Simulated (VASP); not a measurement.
# TiAl3 (P4/mmm) in VASP: further runs

TiAl3 is run at these levels: PBE; tasks: single point.

Everything below comes from runs of VASP 6.6.1. Logs are shortened: lines on timing, memory, paths and dates and some standing lists are left out, and cuts for length are marked.

### Step 1. The cell of the first run

The structure is tetragonal, space group P4/mmm (No. 123). The conventional cell has a = 2.847 Å, b = 2.847 Å, c = 8.170 Å, α = 90.00°, β = 90.00°, γ = 90.00°. Ti (site symmetry 4/mmm) has 4 Al at 2.01 Å within 2.7 Å. Al (site symmetry 4/mmm) has 4 Al at 2.01 Å within 2.7 Å. Al (site symmetry 4/mmm) has 4 Ti at 2.01 Å within 2.7 Å. Al (site symmetry 4/mmm) has 4 Al at 2.01 Å within 2.7 Å.

### Step 2. Single point, PBE

File INCAR:

```
ALGO = Normal ; EDIFF = 1E-6
ENCUT = 520 ; GGA = PE
ISIF = 2 ; ISMEAR = 0
LASPH = True ; LCHARG = True
LELF = True ; LREAL = False
LVHAR = True ; LWAVE = False
NBANDS = 18 ; NELM = 100
PREC = Accurate ; SIGMA = 0.1
```

File KPOINTS:

```
k-points
0
Gamma
  6 6 2
```

File POSCAR:

```
TiAl3
1.0
    2.8469934800      0.0000000000      0.0000000000
    0.0000000000      2.8469934800      0.0000000000
    0.0000000000      0.0000000000      8.1702774300
Ti Al
1 3
Direct
    0.0000000000      0.0000000000      0.5000000000
    0.5000000000      0.5000000000      0.0000000000
    0.5000000000      0.5000000000      0.5000000000
    0.0000000000      0.0000000000      0.0000000000
```

Potentials or basis: VASP PAW PBE potentials, release 64 (Ti_sv, Al).

Run with:

```bash
$ cat potpaw_PBE.64/Ti_sv/POTCAR potpaw_PBE.64/Al/POTCAR > POTCAR
$ mpirun -np 1 vasp_std > vasp.out
```

OUTCAR:

```text
EDIFF = 1E-6
   ENCUT = 520
   GGA = PE
   ISIF = 2
   ISMEAR = 0
   LASPH = True
   LREAL = False
   NELM = 100
   PREC = Accurate

 ion  position               nearest neighbor table
   1  0.000  0.000  0.500-   3 2.01   3 2.01   3 2.01   3 2.01
   2  0.500  0.500  0.000-   4 2.01   4 2.01   4 2.01   4 2.01
   3  0.500  0.500  0.500-   1 2.01   1 2.01   1 2.01   1 2.01
   4  0.000  0.000  0.000-   2 2.01   2 2.01   2 2.01   2 2.01

  LATTYP: Found a simple tetragonal cell.
 ALAT       =     2.8469934800
 C/A-ratio  =     2.8697914089

  Lattice vectors:

 A1 = (   2.8469934800,   0.0000000000,   0.0000000000)
 A2 = (   0.0000000000,   2.8469934800,   0.0000000000)
 A3 = (   0.0000000000,   0.0000000000,   8.1702774300)

Analysis of symmetry for initial positions (statically):
=====================================================================
 Subroutine PRICEL returns:
 Original cell was already a primitive cell.

 Routine SETGRP: Setting up the symmetry group for a
 simple tetragonal supercell.

 Subroutine GETGRP returns: Found 16 space group operations
 (whereof 16 operations were pure point group operations)
 out of a pool of 16 trial point group operations.

The static configuration has the point symmetry D_4h.

Analysis of symmetry for dynamics (positions and initial velocities):
=====================================================================
 Subroutine PRICEL returns:
 Original cell was already a primitive cell.

 Routine SETGRP: Setting up the symmetry group for a
 simple tetragonal supercell.

 Subroutine GETGRP returns: Found 16 space group operations
 (whereof 16 operations were pure point group operations)
 out of a pool of 16 trial point group operations.

The dynamic configuration has the point symmetry D_4h.

 Subroutine INISYM returns: Found 16 space group operations
 (whereof 16 operations are pure point group operations),
 and found     1 'primitive' translations

----------------------------------------------------------------------------------------

                                     Primitive cell

  volume of cell :      66.2231

  direct lattice vectors                    reciprocal lattice vectors
     2.846993480  0.000000000  0.000000000     0.351247731  0.000000000  0.000000000
     0.000000000  2.846993480  0.000000000     0.000000000  0.351247731  0.000000000
     0.000000000  0.000000000  8.170277430     0.000000000  0.000000000  0.122394865

  length of vectors
     2.846993480  2.846993480  8.170277430     0.351247731  0.351247731  0.122394865

  position of ions in fractional coordinates (direct lattice)
     0.000000000  0.000000000  0.500000000
     0.500000000  0.500000000  0.000000000
     0.500000000  0.500000000  0.500000000
     0.000000000  0.000000000  0.000000000

  ion indices of the primitive-cell ions
   primitive index   ion index
                 1           1
                 2           2
                 3           3
                 4           4

----------------------------------------------------------------------------------------

 KPOINTS: k-points

Automatic generation of k-mesh.
 Grid dimensions read from file:
 generate k-points for:    6    6    2

 Generating k-lattice:

  Cartesian coordinates                     Fractional coordinates (reciprocal lattice)
     0.058541288  0.000000000  0.000000000     0.166666667  0.000000000  0.000000000
     0.000000000  0.058541288  0.000000000     0.000000000  0.166666667  0.000000000
     0.000000000  0.000000000  0.061197432     0.000000000  0.000000000  0.500000000

  Length of vectors
     0.058541288  0.058541288  0.061197432

  Shift w.r.t. Gamma in fractional coordinates (k-lattice)
     0.000000000  0.000000000  0.000000000

 Subroutine IBZKPT returns following result:
 ===========================================

 Found     20 irreducible k-points:

 Following reciprocal coordinates:
            Coordinates               Weight
  0.000000  0.000000  0.000000      1.000000
  0.166667  0.000000  0.000000      4.000000
  0.333333  0.000000  0.000000      4.000000
  0.500000  0.000000  0.000000      2.000000
  0.166667  0.166667  0.000000      4.000000
  0.333333  0.166667  0.000000      8.000000
[... 12 lines left out ...]
  0.500000  0.333333  0.500000      4.000000
  0.500000  0.500000  0.500000      1.000000
   k-points           NKPTS =     20   k-points in BZ     NKDIM =     20   number of bands    NBANDS=     18
   number of dos      NEDOS =    301   number of ions     NIONS =      4
   total plane-waves  NPLWV =  36864
   dimension x,y,z NGX =    24 NGY =   24 NGZ =   64
   dimension x,y,z NGXF=    48 NGYF=   48 NGZF=  128
   ions per type =               1   3
   NGX,Y,Z   is equivalent  to a cutoff of  14.01, 14.01, 13.02 a.u.
   NGXF,Y,Z  is equivalent  to a cutoff of  28.03, 28.03, 26.04 a.u.
 SYSTEM =  unknown system
   PREC   = accura    normal or accurate (medium, high low for compatibility)
   ISTART =      0    job   : 0-new  1-cont  2-samecut
   ICHARG =      2    charge: 1-file 2-atom 10-const
   ISPIN  =      1    spin polarized calculation?
   LNONCOLLINEAR =      F non collinear calculations
   LSORBIT =      F    spin-orbit coupling
   LASPH  =      T    aspherical Exc in radial PAW
   ENCUT  =  520.0 eV  38.22 Ry    6.18 a.u.   5.29  5.29 15.19*2*pi/ulx,y,z
   NELM   =    100;   NELMIN=  2; NELMDL= -5     # of ELM steps
   EDIFF  = 0.1E-05   stopping-criterion for ELM
   LREAL  =      F    real-space projection
[... 7 lines left out ...]
   TEBEG  =    0.0;   TEEND  =   0.0 temperature during run
   PSTRESS=    0.0 pullay stress
   NELECT =      21.0000    total number of electrons
   NUPDOWN=      -1.0000    fix difference up-down
   EMIN   =  10.00;   EMAX   =-10.00  energy-range for DOS
   EFERMI =   0.00;   METHOD = LEGACY
   ISMEAR =     0;   SIGMA  =   0.10  broadening in eV -4-tet -1-fermi 0-gaus
   EFERMI_NEDOS =   21; number of points for ismear=-14 and -15
   IALGO  =     38    algorithm
   IMIX   =      4    mixing-type and parameters
     AMIX     =   0.40;   BMIX     =  1.00
     AMIX_MAG =   1.60;   BMIX_MAG =  1.00
  volume/ion in A,a.u.               =      16.56       111.72
  Fermi-wavevector in a.u.,A,eV,Ry     =   1.116378  2.109649 16.956945  1.246300
  Thomas-Fermi vector in A             =   2.252992
   LORBIT       =      0    0 simple, 1 ext, 2 COOP (PROOUT), +10 PAW based schemes
   GGA     = PE    functional components
   LHFCALC =     F    Hartree Fock is set to
   AEXX    =    0.0000 exact exchange contribution
   IVDW    =     0    specifies the selected vdW correction
   LEPSILON=     F    determine dielectric tensor
   LRPA    =     F    only Hartree local field effects (RPA)
 non-spin polarized calculation
 Gauss-broadening in eV      SIGMA  =   0.10
  energy-cutoff  :      520.00
  volume of cell :       66.22
 maximum number of plane-waves:      1806
 NGX is ok and might be reduce to    24
   NGX = 11   NGY = 11   NGZ = 31

 number of electron      20.9999999 magnetization

 Free energy of the ion-electron system (eV)
  ---------------------------------------------------
  ext. energy  EPLUGINS =         0.00000000
  ---------------------------------------------------
  free energy    TOTEN  =        -2.19391486 eV

  energy without entropy =       -2.16559688  energy(sigma->0) =       -2.17975587

 E-fermi :   7.0589     XC(G=0):  -9.8935

 val. band max:        7.0304023584   @ k =   0.5000   0.3333   0.5000
 cond. band min:       7.0603630217   @ k =   0.3333   0.3333   0.0000
 fundamental gap:      0.0299606633
 Fermi energy:         7.0588854465

 k-point     1 :       0.0000    0.0000    0.0000
  band No.  band energies     occupation
      1     -48.6221      2.00000
      2     -25.0188      2.00000
      3     -24.8773      2.00000
      4     -24.8773      2.00000
      5      -5.0528      2.00000
      6      -0.2352      2.00000
[... 10 lines left out ...]
     17      11.6152      0.00000
     18      17.0513      0.00000

 k-point     2 :       0.1667    0.0000    0.0000
  band No.  band energies     occupation
      1     -48.6026      2.00000
      2     -25.0425      2.00000
      3     -25.0037      2.00000
      4     -24.8765      2.00000
      5      -4.5524      2.00000
      6       0.4189      2.00000
[... 10 lines left out ...]
     17      12.7013      0.00000
     18      14.1861      0.00000

 k-point     3 :       0.3333    0.0000    0.0000
  band No.  band energies     occupation
      1     -48.5633      2.00000
      2     -25.3626      2.00000
      3     -24.9732      2.00000
      4     -24.8751      2.00000
      5      -3.0814      2.00000
      6       2.0363      2.00000
[... 10 lines left out ...]
     17      12.4307      0.00000
     18      12.6308      0.00000

 k-point     4 :       0.5000    0.0000    0.0000
  band No.  band energies     occupation
      1     -48.5435      2.00000
      2     -25.5178      2.00000
      3     -24.9580      2.00000
      4     -24.8743      2.00000
      5      -0.7341      2.00000
      6      -0.7223      2.00000
[... 291 lines left out ...]
      4     -24.9261      2.00000
      5      -1.2007      2.00000
      6       2.9127      2.00000
[... 10 lines left out ...]
     17      12.0766      0.00000
     18      12.2597      0.00000

 k-point    19 :       0.5000    0.3333    0.5000
  band No.  band energies     occupation
      1     -48.5063      2.00000
      2     -25.4195      2.00000
      3     -25.2617      2.00000
      4     -24.9102      2.00000
      5       0.9472      2.00000
      6       0.9582      2.00000
[... 10 lines left out ...]
     17      12.2274      0.00000
     18      12.7328      0.00000

 k-point    20 :       0.5000    0.5000    0.5000
  band No.  band energies     occupation
      1     -48.4938      2.00000
      2     -25.3864      2.00000
      3     -25.3864      2.00000
      4     -24.8942      2.00000
      5       2.0991      2.00000
      6       2.0991      2.00000
[... 10 lines left out ...]
     17      11.2196      0.00000
     18      11.5728      0.00000

------------------------ aborting loop because EDIFF is reached ----------------------------------------

  FORCE on cell =-STRESS in cart. coord.  units (eV):
  Direction    XX          YY          ZZ          XY          YZ          ZX
  --------------------------------------------------------------------------------------
  -------------------------------------------------------------------------------------
  Total       56.4363896     56.4363896     -2.0361245      0.0000000      0.0000000      0.0000000
  in kB     1365.4004955   1365.4004955    -49.2612190      0.0000000      0.0000000      0.0000000
  external PRESSURE =     893.8465907 kB  Pullay stress =       0.0000000 kB

 VOLUME and BASIS-vectors are now :
 -----------------------------------------------------------------------------
  energy-cutoff  :      520.00
  volume of cell :       66.22
      direct lattice vectors                 reciprocal lattice vectors
     2.846993480  0.000000000  0.000000000     0.351247731  0.000000000  0.000000000
     0.000000000  2.846993480  0.000000000     0.000000000  0.351247731  0.000000000
     0.000000000  0.000000000  8.170277430     0.000000000  0.000000000  0.122394865

 POSITION                                       TOTAL-FORCE (eV/Angst)
 -----------------------------------------------------------------------------------
      0.00000      0.00000      4.08514         0.000000      0.000000      0.000000
      1.42350      1.42350      0.00000         0.000000      0.000000      0.000000
      1.42350      1.42350      4.08514         0.000000      0.000000      0.000000
      0.00000      0.00000      0.00000         0.000000      0.000000      0.000000
 -----------------------------------------------------------------------------------
    total drift:                                0.000000     -0.000000      0.000000

  FREE ENERGIE OF THE ION-ELECTRON SYSTEM (eV)
  ---------------------------------------------------
  free  energy   TOTEN  =        -2.1939148600 eV

  energy  without entropy=       -2.1655968776  energy(sigma->0) =       -2.17975587
```

Wall time 15 s (1 thread of Intel Xeon Platinum 8488C (Sapphire Rapids), shared host); peak memory 0.18 GiB.

What came out:

```
Free energy : -2.1939 eV
Pressure    : 89.4 GPa
```

Stress tensor (GPa, compression positive):
```
136.54   0.00   0.00
  0.00 136.54   0.00
  0.00   0.00  -4.93
```

Caveat: the k points lie up to 0.38 Å⁻¹ apart.

### Step 3. Single point, PBE

This run uses another cell than the first one, of 19.64 Å³/atom, 1.186 times its volume.

File INCAR:

```
PREC = Accurate ; ENCUT = 520
EDIFF = 1E-6 ; ISMEAR = 0
SIGMA = 0.1 ; LREAL = F
LASPH = T ; NELM = 100
ALGO = Fast ; ISIF = 2
LWAVE = F ; LCHARG = F
GGA = PE ; NBANDS = 18
```

File KPOINTS:

```
Automatic mesh
0
Gamma
  4 4 4
```

File POSCAR:

```
TiAl3
1.0
    3.8040366639      0.0000000000      0.0000000000
    0.0000000000      3.8040366639      0.0000000000
    0.0000000000      0.0000000000      5.4290175236
Ti Al
1 3
Direct
    0.0000000000      0.0000000000      0.5000000000
    0.5000000000      0.5000000000      0.0000000000
    0.5000000000      0.5000000000      0.5000000000
    0.0000000000      0.0000000000      0.0000000000
```

Potentials or basis: VASP PAW PBE potentials, release 64 (Ti_sv, Al).

Run with:

```bash
$ cat potpaw_PBE.64/Ti_sv/POTCAR potpaw_PBE.64/Al/POTCAR > POTCAR
$ mpirun -np 1 vasp_std > vasp.out
```

It took 59 s on 1 thread of Intel Xeon Platinum 8488C (Sapphire Rapids), shared host; peak memory 0.18 GiB.

It converged, with:

```yaml
Free_energy: -17.3219 eV
Pressure: 0.1 GPa
```

Levels at points of the mesh, in eV from the Fermi level:
| k point | band 7 | band 8 | band 9 | band 10 | band 11 | band 12 | band 13 | band 14 | band 15 | band 16 |
| --- | --- | --- | --- | --- | --- | --- | --- | --- | --- | --- |
| (0.00, 0.00, 0.00) | -3.39 | -0.46 | 0.27 | 0.27 | 0.33 | 0.94 | 0.94 | 0.94 | 2.93 | 3.77 |
| (0.50, 0.00, 0.00) | -2.36 | -1.98 | -1.84 | -0.44 | -0.33 | 1.18 | 1.44 | 2.18 | 2.34 | 2.85 |
| (0.50, 0.50, 0.00) | -3.46 | -3.46 | -1.14 | -0.41 | -0.24 | -0.24 | 0.88 | 0.88 | 1.56 | 1.58 |
| (0.00, 0.00, 0.50) | -1.17 | -0.34 | -0.17 | -0.17 | 0.95 | 1.17 | 2.45 | 2.70 | 2.70 | 2.76 |
| (0.50, 0.00, 0.50) | -4.94 | -3.43 | -0.61 | -0.31 | 0.78 | 0.94 | 1.91 | 2.86 | 3.30 | 3.91 |
| (0.50, 0.50, 0.50) | -3.33 | -3.26 | -3.26 | -1.17 | -1.17 | -0.96 | 1.46 | 1.46 | 1.93 | 2.01 |

Caveat: the k points lie up to 0.41 Å⁻¹ apart.

### Step 4. Single point, PBE

This run uses another cell than the first one, of 19.78 Å³/atom, 1.195 times its volume.

File INCAR:

```
PREC = Accurate
ENCUT = 520
EDIFF = 1E-6
ISMEAR = 0
SIGMA = 0.1
LREAL = False
LASPH = True
NELM = 60
ALGO = Normal
ISIF = 2
LWAVE = False
LCHARG = False
GGA = PE
NBANDS = 18
```

File KPOINTS:

```
regular mesh
0
Gamma
  6 6 2
```

File POSCAR:

```
TiAl3
1.0
    3.8393924783      0.0000000000      0.0000000000
    0.0000000000      3.8393924783      0.0000000000
    0.0000000000      0.0000000000      5.3672336693
Ti Al
1 3
Direct
    0.0000000000      0.0000000000      0.5000000000
    0.5000000000      0.5000000000      0.0000000000
    0.5000000000      0.5000000000      0.5000000000
    0.0000000000      0.0000000000      0.0000000000
```

Run with:

```bash
$ cat potpaw_PBE.64/Ti_sv/POTCAR potpaw_PBE.64/Al/POTCAR > POTCAR
$ mpirun -np 1 vasp_std > vasp.out
```

Run time: 17 s. Hardware: 1 thread of Intel Xeon Platinum 8488C (Sapphire Rapids), shared host; peak memory 0.18 GiB.

The run converged. Its results:

- Free energy: -17.5481 eV
- Pressure: -0.2 GPa

Stress tensor (GPa, compression positive):
```
-0.29  0.00  0.00
 0.00 -0.29  0.00
 0.00  0.00 -0.15
```

Levels at points of the mesh, in eV from the Fermi level:
```csv
k point,band 7,band 8,band 9,band 10,band 11,band 12,band 13,band 14
"(0.00, 0.00, 0.00)",-3.32,-0.44,0.15,0.15,0.24,0.93,0.93,0.94
"(0.50, 0.00, 0.00)",-2.33,-1.86,-1.77,-0.45,-0.28,1.16,1.47,2.16
"(0.50, 0.50, 0.00)",-3.48,-3.48,-1.05,-0.48,-0.21,-0.21,0.98,0.98
"(0.00, 0.00, 0.50)",-1.12,-0.30,-0.25,-0.25,0.95,1.06,2.49,2.49
"(0.50, 0.00, 0.50)",-4.97,-3.42,-0.60,-0.30,0.72,1.05,1.87,2.75
"(0.50, 0.50, 0.50)",-3.38,-3.26,-3.26,-1.19,-1.19,-1.02,1.55,1.55
```

Caveat: the k points lie up to 0.59 Å⁻¹ apart.

### Step 5. Summary

```csv
cell,k mesh,gap on the mesh (eV),pressure (GPa)
"a = 2.847, b = 2.847, c = 8.170 Å, 4 atoms",6 × 6 × 2,none,89.4
"a = 3.804, b = 3.804, c = 5.429 Å, 4 atoms",4 × 4 × 4,none,0.1
"a = 3.839, b = 3.839, c = 5.367 Å, 4 atoms",6 × 6 × 2,none,-0.2
```

Alike in all rows: task single point; level PBE; potentials or basis VASP PAW PBE potentials, release 64 (Ti_sv, Al); no spin polarisation; cutoff (eV) 520; smearing gaussian 0.1 eV.

Caveats: all runs use coarse meshes.

Absolute energies hang on the potentials; compare differences alone.
